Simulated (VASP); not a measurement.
# Ir2Pt (P6/mmm) in VASP: a series of runs, part 2 of 3

VASP 6.6.1. The steps go on from the part before.

**3. Single point, PBE**

This run uses another cell than the first one, of 15.53 Å³/atom.

Input file INCAR:

```
SYSTEM = Ir2Pt
ALGO = Normal ; EDIFF = 1E-6
ENCUT = 500 ; GGA = PE
GGA_COMPAT = .FALSE. ; ISIF = 2
ISMEAR = 0 ; LASPH = .TRUE.
LCHARG = .FALSE. ; LREAL = .FALSE.
LWAVE = .FALSE. ; NBANDS = 21
NELM = 120 ; PREC = Accurate
SIGMA = 0.1
```

Input file KPOINTS:

```
k-points
0
G
  6 6 4
  0 0 0
```

Input file POSCAR:

```
Ir2Pt
1.0
    3.6501665700      0.0000000000      0.0000000000
   -1.8250832800      3.1611369700      0.0000000000
    0.0000000000      0.0000000000      4.0375259600
Ir Pt
2 1
Direct
    0.3333333300      0.6666666700      0.5000000000
    0.6666666700      0.3333333300      0.5000000000
    0.0000000000      0.0000000000      0.0000000000
```

Potentials or basis: VASP PAW PBE potentials, release 64 (Ir, Pt).

On the command line:

```console
$ cat potpaw_PBE.64/Ir/POTCAR potpaw_PBE.64/Pt/POTCAR > POTCAR
$ mpirun -np 1 vasp_std > vasp.out
```

OUTCAR:

```text
SYSTEM = Ir2Pt
   EDIFF = 1E-6
   ENCUT = 500
   GGA = PE
   ISIF = 2
   ISMEAR = 0
   LASPH = .TRUE.
   LREAL = .FALSE.
   NELM = 120
   PREC = Accurate

 ion  position               nearest neighbor table
   1  0.333  0.667  0.500-   2 2.11   2 2.11   2 2.11   3 2.92   3 2.92   3 2.92   3 2.92   3 2.92
                             3 2.92
   2  0.667  0.333  0.500-   1 2.11   1 2.11   1 2.11   3 2.92   3 2.92   3 2.92   3 2.92   3 2.92
                             3 2.92
   3  0.000  0.000  0.000-   1 2.92   2 2.92   1 2.92   2 2.92   1 2.92   1 2.92   2 2.92   2 2.92
                             2 2.92   2 2.92   1 2.92   1 2.92

  LATTYP: Found a hexagonal cell.
 ALAT       =     3.6501665700
 C/A-ratio  =     1.1061210174

  Lattice vectors:

 A1 = (   3.6501665700,   0.0000000000,   0.0000000000)
 A2 = (  -1.8250832800,   3.1611369700,   0.0000000000)
 A3 = (   0.0000000000,   0.0000000000,   4.0375259600)

Analysis of symmetry for initial positions (statically):
=====================================================================
 Subroutine PRICEL returns:
 Original cell was already a primitive cell.

 Routine SETGRP: Setting up the symmetry group for a
 hexagonal supercell.

 Subroutine GETGRP returns: Found 24 space group operations
 (whereof 24 operations were pure point group operations)
 out of a pool of 24 trial point group operations.

The static configuration has the point symmetry D_6h.

Analysis of symmetry for dynamics (positions and initial velocities):
=====================================================================
 Subroutine PRICEL returns:
 Original cell was already a primitive cell.

 Routine SETGRP: Setting up the symmetry group for a
 hexagonal supercell.

 Subroutine GETGRP returns: Found 24 space group operations
 (whereof 24 operations were pure point group operations)
 out of a pool of 24 trial point group operations.

The dynamic configuration has the point symmetry D_6h.

 Subroutine INISYM returns: Found 24 space group operations
 (whereof 24 operations are pure point group operations),
 and found     1 'primitive' translations

----------------------------------------------------------------------------------------

                                     Primitive cell

  volume of cell :      46.5877

  direct lattice vectors                    reciprocal lattice vectors
     3.650166570  0.000000000  0.000000000     0.273960100  0.158170938  0.000000000
    -1.825083280  3.161136970  0.000000000     0.000000000  0.316341876  0.000000000
     0.000000000  0.000000000  4.037525960     0.000000000  0.000000000  0.247676426

  length of vectors
     3.650166570  3.650166561  4.037525960     0.316341875  0.316341876  0.247676426

  position of ions in fractional coordinates (direct lattice)
     0.333333330  0.666666670  0.500000000
     0.666666670  0.333333330  0.500000000
     0.000000000  0.000000000  0.000000000

  ion indices of the primitive-cell ions
   primitive index   ion index
                 1           1
                 2           2
                 3           3

----------------------------------------------------------------------------------------

 KPOINTS: k-points

Automatic generation of k-mesh.
 Grid dimensions read from file:
 generate k-points for:    6    6    4

 Generating k-lattice:

  Cartesian coordinates                     Fractional coordinates (reciprocal lattice)
     0.045660017  0.026361823  0.000000000     0.166666667 -0.000000000  0.000000000
     0.000000000  0.052723646  0.000000000     0.000000000  0.166666667  0.000000000
     0.000000000  0.000000000  0.061919107     0.000000000  0.000000000  0.250000000

  Length of vectors
     0.052723646  0.052723646  0.061919107

  Shift w.r.t. Gamma in fractional coordinates (k-lattice)
     0.000000000  0.000000000  0.000000000

 Subroutine IBZKPT returns following result:
 ===========================================

 Found     21 irreducible k-points:

 Following reciprocal coordinates:
            Coordinates               Weight
  0.000000  0.000000  0.000000      1.000000
  0.166667  0.000000  0.000000      6.000000
  0.333333  0.000000  0.000000      6.000000
  0.500000  0.000000  0.000000      3.000000
  0.166667  0.166667  0.000000      6.000000
  0.333333  0.166667  0.000000     12.000000
[... 13 lines left out ...]
  0.333333  0.166667  0.500000     12.000000
  0.333333  0.333333  0.500000      2.000000
   k-points           NKPTS =     21   k-points in BZ     NKDIM =     21   number of bands    NBANDS=     21
   number of dos      NEDOS =    301   number of ions     NIONS =      3
   total plane-waves  NPLWV =  23520
   dimension x,y,z NGX =    28 NGY =   28 NGZ =   30
   dimension x,y,z NGXF=    56 NGYF=   56 NGZF=   60
   ions per type =               2   1
   NGX,Y,Z   is equivalent  to a cutoff of  12.75, 12.75, 12.35 a.u.
   NGXF,Y,Z  is equivalent  to a cutoff of  25.51, 25.51, 24.71 a.u.
 SYSTEM =  Ir2Pt
   PREC   = accura    normal or accurate (medium, high low for compatibility)
   ISTART =      0    job   : 0-new  1-cont  2-samecut
   ICHARG =      2    charge: 1-file 2-atom 10-const
   ISPIN  =      1    spin polarized calculation?
   LNONCOLLINEAR =      F non collinear calculations
   LSORBIT =      F    spin-orbit coupling
   LASPH  =      T    aspherical Exc in radial PAW
   ENCUT  =  500.0 eV  36.75 Ry    6.06 a.u.   6.66  6.66  7.36*2*pi/ulx,y,z
   NELM   =    120;   NELMIN=  2; NELMDL= -5     # of ELM steps
   EDIFF  = 0.1E-05   stopping-criterion for ELM
   LREAL  =      F    real-space projection
   EDIFFG = 0.1E-04   stopping-criterion for IOM
   NSW    =      0    number of steps for IOM
   IBRION =     -1    ionic relax: 0-MD 1-quasi-New 2-CG
   NFREE  =      0    steps in history (QN), initial steepest desc. (CG)
   ISIF   =      2    stress and relaxation
   ISYM   =      2    0-nonsym 1-usesym 2-fastsym
   POTIM  = 0.5000    time-step for ionic-motion
   TEBEG  =    0.0;   TEEND  =   0.0 temperature during run
   PSTRESS=    0.0 pullay stress
   NELECT =      28.0000    total number of electrons
   NUPDOWN=      -1.0000    fix difference up-down
   EMIN   =  10.00;   EMAX   =-10.00  energy-range for DOS
   EFERMI =   0.00;   METHOD = LEGACY
   ISMEAR =     0;   SIGMA  =   0.10  broadening in eV -4-tet -1-fermi 0-gaus
   EFERMI_NEDOS =   21; number of points for ismear=-14 and -15
   IALGO  =     38    algorithm
   IMIX   =      4    mixing-type and parameters
     AMIX     =   0.40;   BMIX     =  1.00
     AMIX_MAG =   1.60;   BMIX_MAG =  1.00
  volume/ion in A,a.u.               =      15.53       104.80
  Fermi-wavevector in a.u.,A,eV,Ry     =   1.381562  2.610774 25.969627  1.908714
  Thomas-Fermi vector in A             =   2.506335
   LORBIT       =      0    0 simple, 1 ext, 2 COOP (PROOUT), +10 PAW based schemes
   GGA     = PE    functional components
   LHFCALC =     F    Hartree Fock is set to
   AEXX    =    0.0000 exact exchange contribution
   IVDW    =     0    specifies the selected vdW correction
   LEPSILON=     F    determine dielectric tensor
   LRPA    =     F    only Hartree local field effects (RPA)
 non-spin polarized calculation
 Gauss-broadening in eV      SIGMA  =   0.10
  energy-cutoff  :      500.00
  volume of cell :       46.59
 maximum number of plane-waves:      1206
 NGX is ok and might be reduce to    28
   NGX = 13   NGY = 13   NGZ = 15

 number of electron      28.0000002 magnetization

 Free energy of the ion-electron system (eV)
  ---------------------------------------------------
  ext. energy  EPLUGINS =         0.00000000
  ---------------------------------------------------
  free energy    TOTEN  =       -16.96990926 eV

  energy without entropy =      -16.94284212  energy(sigma->0) =      -16.95637569

 E-fermi :   9.5676     XC(G=0): -13.1396

 val. band max:        9.5338623863   @ k =   0.3333   0.0000   0.2500
 cond. band min:       9.5919473438   @ k =   0.1667   0.0000   0.5000
 fundamental gap:      0.0580849575
 Fermi energy:         9.5675559144

 k-point     1 :       0.0000    0.0000    0.0000
  band No.  band energies     occupation
      1      -0.8325      2.00000
      2       2.2315      2.00000
      3       3.8474      2.00000
      4       3.8474      2.00000
      5       4.8346      2.00000
      6       4.8346      2.00000
[... 478 lines left out ...]
      5       4.9262      2.00000
      6       4.9262      2.00000
[... 13 lines left out ...]
     20      14.1960      0.00000
     21      14.3614      0.00000

------------------------ aborting loop because EDIFF is reached ----------------------------------------

  FORCE on cell =-STRESS in cart. coord.  units (eV):
  Direction    XX          YY          ZZ          XY          YZ          ZX
  --------------------------------------------------------------------------------------
  -------------------------------------------------------------------------------------
  Total       35.0403661     35.0403659     -0.7647433      0.0000001      0.0000000      0.0000000
  in kB     1205.0578396   1205.0578338    -26.2999498      0.0000019      0.0000000      0.0000000
  external PRESSURE =     794.6052412 kB  Pullay stress =       0.0000000 kB

 VOLUME and BASIS-vectors are now :
 -----------------------------------------------------------------------------
  energy-cutoff  :      500.00
  volume of cell :       46.59
      direct lattice vectors                 reciprocal lattice vectors
     3.650166570  0.000000000  0.000000000     0.273960100  0.158170938  0.000000000
    -1.825083280  3.161136970  0.000000000     0.000000000  0.316341876  0.000000000
     0.000000000  0.000000000  4.037525960     0.000000000  0.000000000  0.247676426

 POSITION                                       TOTAL-FORCE (eV/Angst)
 -----------------------------------------------------------------------------------
     -0.00000      2.10742      2.01876         0.000000     -0.000000      0.000000
      1.82508      1.05371      2.01876        -0.000000      0.000000      0.000000
      0.00000      0.00000      0.00000        -0.000000      0.000000      0.000000
 -----------------------------------------------------------------------------------
    total drift:                               -0.000000      0.000000      0.000000

  FREE ENERGIE OF THE ION-ELECTRON SYSTEM (eV)
  ---------------------------------------------------
  free  energy   TOTEN  =       -16.9699092590 eV

  energy  without entropy=      -16.9428421182  energy(sigma->0) =      -16.95637569
```

Wall time 24 s (1 thread of AMD EPYC 7R43 (Zen 3), shared host); peak memory 0.13 GiB.

What came out:

- Free energy: -16.9699 eV
- Pressure: 79.5 GPa
- Band gap on the k mesh: zero (bands 14 and 15 overlap by 1.72 eV)

Stress tensor (GPa, compression positive):
```
120.51   0.00   0.00
  0.00 120.51   0.00
  0.00   0.00  -2.63
```

Caveat: the k points lie up to 0.39 Å⁻¹ apart, too coarse for converged energies and pressures of a metal; spin-orbit coupling is left out, which moves the levels of the heavy elements.

[end of part 2 of 3]
